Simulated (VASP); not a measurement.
# Ti5AlN6: single point with PBE

The system is Ti5AlN6.

```xyz
12
Lattice="2.9805 0.0000 0.0000 0.0000 2.9805 0.0000 0.0000 0.0000 12.7342" Properties=species:S:1:pos:R:3 pbc="T T T"
Ti    1.4903    1.4903    2.1673
Ti    0.0000    0.0000    4.2238
Ti    1.4903    1.4903    6.3671
Ti    0.0000    0.0000    8.5104
Ti    1.4903    1.4903   10.5669
Al    0.0000    0.0000    0.0000
N     0.0000    0.0000    2.0357
N     1.4903    1.4903    4.2556
N     0.0000    0.0000    6.3671
N     1.4903    1.4903    8.4787
N     0.0000    0.0000   10.6986
N     1.4903    1.4903    0.0000
```

```
Program                : VASP 6.6.1
Task                   : single point
Functional             : PBE
Potentials or basis    : VASP PAW PBE potentials, release 64 (Ti_sv, Al, N)
Cutoff                 : 520 eV
k mesh                 : 12 × 12 × 4
Occupations            : gaussian, width 0.1 eV
Spin                   : no spin polarisation
Dipole correction      : no
Further INCAR settings : ALGO = Fast; EDIFF = 1e-06; NBANDS = 58
```

```
Pressure               : 0.3 GPa
Largest force          : 0.009 eV/Å
Band gap on the k mesh : zero (an odd number of electrons rules out a gap without spin polarisation)
```

Forces in eV/Å, atoms in the order of the input:
```
Ti   0.000  0.000 -0.006
Ti   0.000  0.000 -0.001
Ti   0.000  0.000  0.000
Ti   0.000  0.000  0.001
Ti   0.000  0.000  0.006
Al   0.000  0.000  0.000
N    0.000  0.000 -0.009
N    0.000  0.000  0.000
N    0.000  0.000  0.000
N    0.000  0.000  0.000
N    0.000  0.000  0.009
N    0.000  0.000  0.000
```

Levels at points of the mesh, in eV from the Fermi level:
| k point | band 44 | band 45 | band 46 | band 47 | band 48 | band 49 |
| --- | --- | --- | --- | --- | --- | --- |
| (0.00, 0.00, 0.00) | -1.99 | -1.85 | -1.85 | -1.84 | -1.24 | -0.81 |
| (0.50, 0.00, 0.00) | -2.74 | 1.01 | 1.23 | 1.53 | 1.57 | 1.59 |
| (0.50, 0.50, 0.00) | -2.90 | -2.73 | -2.73 | -0.67 | -0.67 | 0.57 |
| (0.00, 0.00, 0.50) | -2.34 | -2.10 | -2.10 | -1.95 | -1.29 | -0.79 |
| (0.50, 0.00, 0.50) | -2.74 | 1.19 | 1.23 | 1.25 | 1.45 | 1.49 |
| (0.50, 0.50, 0.50) | -3.31 | -2.06 | -2.06 | -1.22 | -1.22 | 0.96 |

Wall time 40 min on 1 thread of Oxide Virtual Turin-like Processor (shared host), peak memory 0.48 GiB.

Caveat: an odd number of electrons without spin polarisation forces a metal; a magnetic or distorted state may lie lower.
